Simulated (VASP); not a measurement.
Write the native input for VASP 6.6.1 that does the following.

```
Task                   : single point
Functional             : PBE
Potentials or basis    : VASP PAW PBE potentials, release 64 (Pb_d, O)
Cutoff                 : 600 eV
k mesh                 : 6 × 6 × 6
Occupations            : gaussian, width 0.1 eV
Spin                   : no spin polarisation
Hubbard terms          : O p U = 5.5 eV
Dipole correction      : no
Further INCAR settings : ALGO = Normal; EDIFF = 1e-06; NBANDS = 20
```

The structure of PbO2 lies in POSCAR:

```
PbO2
1.0
    0.0000000000      2.9788753107      2.9788753107
    2.9788753107      0.0000000000      2.9788753107
    2.9788753107      2.9788753107      0.0000000000
Pb O
1 2
Direct
    0.0000000000      0.0000000000      0.0000000000
    0.2500000000      0.2500000000      0.2500000000
    0.7500000000      0.7500000000      0.7500000000
```

One way to write it, as run:

INCAR

```
  ALGO = Normal
  EDIFF = 1E-6
  ENCUT = 600
  GGA = PE
  GGA_COMPAT = False
  ISIF = 2
  ISMEAR = 0
  LASPH = True
  LCHARG = False
  LDAU = True
  LDAUJ = 0 0
  LDAUL = -1 1
  LDAUPRINT = 1
  LDAUTYPE = 2
  LDAUU = 0 5.5
  LREAL = False
  LWAVE = False
  NBANDS = 20
  NELM = 200
  PREC = Accurate
  SIGMA = 0.1
```

KPOINTS

```
k-points
0
Gamma
  6 6 6
```

Potentials or basis: VASP PAW PBE potentials, release 64 (Pb_d, O).

The run is started by

```console
$ cat potpaw_PBE.64/Pb_d/POTCAR potpaw_PBE.64/O/POTCAR > POTCAR
$ mpirun -np 1 vasp_std > vasp.out
```

Results of the run:

The pressure is -18.5 GPa and the band gap on the k mesh is zero (bands 13 and 14 overlap by 0.72 eV).

Caveat: the cell stands under tension; semilocal functionals underestimate gaps, so a narrow gap can read as zero; spin-orbit coupling is left out, which moves the levels of the heavy elements; U without spin polarisation on a metal has little footing.

Run time: 16 s on 1 thread of Intel(R) Xeon(R) 6975P-C (Granite Rapids), with other jobs on the host, peak memory 0.2 GiB.
